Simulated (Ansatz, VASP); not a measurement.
BaTe: VASP beside Ansatz

Contents of INCAR:

```
PREC = Accurate
ENCUT = 520
EDIFF = 1E-6
ISMEAR = 0
SIGMA = 0.05
LREAL = False
LASPH = True
NELM = 80
ALGO = Normal
ISIF = 2
LWAVE = False
LCHARG = False
GGA = PS
NBANDS = 15
```

File KPOINTS:

```
regular mesh
0
Gamma
  6 6 6
```

POSCAR

```
BaTe
1.0
    0.0000000000      3.4099993980      3.4099993980
    3.4099993980      0.0000000000      3.4099993980
    3.4099993980      3.4099993980      0.0000000000
Ba Te
1 1
Direct
    0.5000000000      0.5000000000      0.5000000000
    0.0000000000      0.0000000000      0.0000000000
```

Input for Ansatz:

```yaml
crystal:
  lattice:
    - [0.0, 3.409999398, 3.409999398]
    - [3.409999398, 0.0, 3.409999398]
    - [3.409999398, 3.409999398, 0.0]
  atoms:
    - { symbol: Ba, position: [0.5, 0.5, 0.5] }
    - { symbol: Te, position: [0.0, 0.0, 0.0] }
basis:
  ecutwfc: 420
  ecutrho_ratio: 4
kpoints:
  mp_grid: { grid: [6, 6, 6] }
hamiltonian:
  xc: pbesol
scf:
  occupations: { method: gaussian, width: 0.05 }
output:
  forces: true
  stress: true
  eigenvalues: true
```

Alike in both runs: task single point; functional PBEsol; k mesh 6 × 6 × 6; occupations gaussian, width 0.05 eV; no spin polarisation.

|  | VASP | Ansatz |
| --- | --- | --- |
| version | VASP 6.6.1 | Ansatz 0.2.0 |
| potentials or method | VASP PAW PBE potentials, release 64 (Ba_sv, Te), cutoff 520 eV | scalar-relativistic, plane waves, PAW |
| valence electrons in the cell | 16 | 26 |

VASP gave:

- gap on the k mesh at the Fermi level (eV): 1.24
- least direct gap on the mesh (eV): 1.62
- pressure (GPa): 2.4

**Question.** Which values does Ansatz return?

**Answer.** gap on the k mesh at the Fermi level (eV): 1.34; least direct gap on the mesh (eV): 1.68; pressure (GPa): 1.9.

VASP's potentials were made for PBE, not for PBEsol. VASP's potentials hold 16 valence electrons a cell and Ansatz's 26, so a difference there can come from the potentials and not from the codes.

Neither program's run includes spin-orbit coupling.
